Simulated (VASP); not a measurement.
Set up this calculation in VASP 6.6.1, as the native input.

```yaml
Task: single point
Functional: PBE
Potentials_or_basis: VASP PAW PBE potentials, release 64 (Pm, Sb)
Cutoff: 600 eV
k_mesh: 6 × 6 × 3
Occupations: gaussian, width 0.05 eV
Spin: collinear spin, antiferromagnetic start
Starting_moments: "[4.0, -4.0, 0.0, 0.0] μB"
Hubbard_terms: Pm f U = 6.0 eV
Dipole_correction: no
Further_INCAR_settings: ALGO = Normal; EDIFF = 1e-06; NBANDS = 32
```

The structure of PmSb lies in POSCAR:

```
PmSb
1.0
    0.0000000000      3.5755142282      3.5755142282
    3.5755142282      0.0000000000      3.5755142282
    7.0709284992      7.0709284992      0.0800999571
Pm Sb
2 2
Direct
   -0.0015570604     -0.0015570604      0.0023355906
   -0.0015569843     -0.0015569843      0.5023354764
    0.2515570697      0.2515570697      0.1226643955
    0.2515569750      0.2515569750      0.6226645375
```

These files were run (other wordings do the same):

INCAR

```
SYSTEM = PmSb
PREC = Accurate
ENCUT = 600
EDIFF = 1E-6
ISMEAR = 0
SIGMA = 0.05
LREAL = .False.
LASPH = .True.
NELM = 200
ALGO = Normal
ISIF = 2
LWAVE = .False.
LCHARG = .False.
ISPIN = 2
MAGMOM = 4 -4 0 0
LORBIT = 11
LMAXMIX = 6
LDAU = .True.
LDAUTYPE = 2
LDAUL = 3 -1
LDAUU = 6 0
LDAUJ = 0 0
LDAUPRINT = 1
GGA = PE
NBANDS = 32
GGA_COMPAT = .False.
```

KPOINTS

```
regular mesh
0
Gamma
  6 6 3
  0 0 0
```

Potentials or basis: VASP PAW PBE potentials, release 64 (Pm, Sb).

Run with:

```bash
$ cat potpaw_PBE.64/Pm/POTCAR potpaw_PBE.64/Sb/POTCAR > POTCAR
$ mpirun -np 1 vasp_std > vasp.out
```

Results of the run:

```json
{
 "Pressure": "0.3 GPa",
 "Largest force": "0.032 eV/Å",
 "Band gap on the k mesh": "0.45 eV",
 "Net moment": "0.00 μB per cell",
 "Site moments": "Pm +4.05, -4.05; Sb -0.03, +0.03 μB",
 "Valence electrons inside the program's atomic spheres": "Pm 12.15; Sb 2.57"
}
```

Caveat: the magnetic or orbital state may not be the lowest; spin-orbit coupling is left out, which moves the levels of the heavy elements; an odd mesh through Γ misses points on the zone boundary, where band edges can lie; the U is typed as a test and isn't derived for this compound.

Run time: 13 min on 1 thread of Intel(R) Xeon(R) Platinum 8488C (Sapphire Rapids) (shared host), peak memory 0.56 GiB.
